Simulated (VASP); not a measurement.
Here is a VASP 6.6.1 calculation.

The input INCAR:

```
SYSTEM = Si8N
PREC     = Accurate       ! precision mode
ENCUT    = 520            ! plane-wave cutoff, eV
EDIFF    = 1E-6           ! SCF threshold, eV
ISMEAR   = 0              ! smearing method
SIGMA    = 0.05           ! smearing width, eV
LREAL    = .False.        ! projectors in reciprocal space
LASPH    = .True.         ! aspherical terms in the spheres
NELM     = 200            ! most SCF steps
ALGO     = Normal         ! electronic algorithm
ISIF     = 2              ! what is computed and relaxed
LWAVE    = .False.        ! write WAVECAR
LCHARG   = .True.         ! write CHGCAR
ISPIN    = 2              ! spin polarisation
MAGMOM   = 0 0 0 0 0 0 0 0 3 ! initial moments
LORBIT   = 11             ! projections on sites
LDIPOL   = .True.       
IDIPOL   = 3            
DIPOL    = 0.5 0.5 0.330
GGA      = PE             ! functional
LELF     = .True.         ! ELF
LVHAR    = .True.       
LVACPOTAV= .True.       
NBANDS   = 32             ! bands
GGA_COMPAT= .False.      
NELMDL   = -8
```

The input KPOINTS:

```
Automatic mesh
0
Gamma
  7 4 1
  0 0 0
```

POSCAR

```
Si8N
1.0
    3.8510822285      0.0000000000      0.0000000000
    0.0000000000      6.3646810443      0.0000000000
    0.0000000000      0.0000000000     19.7525435318
Si N
8 1
Direct
    0.0000000000      0.9370679282      0.2025055656
    0.0000000000      0.5629320718      0.2025055656
    0.5000000000      0.4370679282      0.2587875163
    0.5000000000      0.0629320718      0.2587875163
    0.5000000000      0.9333044702      0.3720589482
    0.5000000000      0.5666955298      0.3720589482
    0.0000000000      0.4259907587      0.4177964989
    0.0000000000      0.0740092413      0.4177964989
    0.1666666667      0.5926574254      0.4697589380
```

Potentials or basis: VASP PAW PBE potentials, release 64 (Si, N).

Launch:

```sh
$ cat potpaw_PBE.64/Si/POTCAR potpaw_PBE.64/N/POTCAR > POTCAR
$ mpirun -np 1 vasp_std > vasp.out
```

**Question.** What does it give for the net moment?

**Answer.** 0.01 μB per cell.

**Question.** Predict the largest force.

**Answer.** 2.926 eV/Å.

Forces on the atoms (eV/Å):
```
Si  -0.050 -0.541  0.544
Si  -0.159  0.606  0.557
Si  -0.154 -0.098 -0.693
Si   0.057  0.051 -0.671
Si  -0.023 -0.007 -0.146
Si  -0.131  0.788  0.707
Si  -2.109 -1.157 -0.483
Si   0.165 -1.310  0.145
N    2.404  1.668  0.040
```
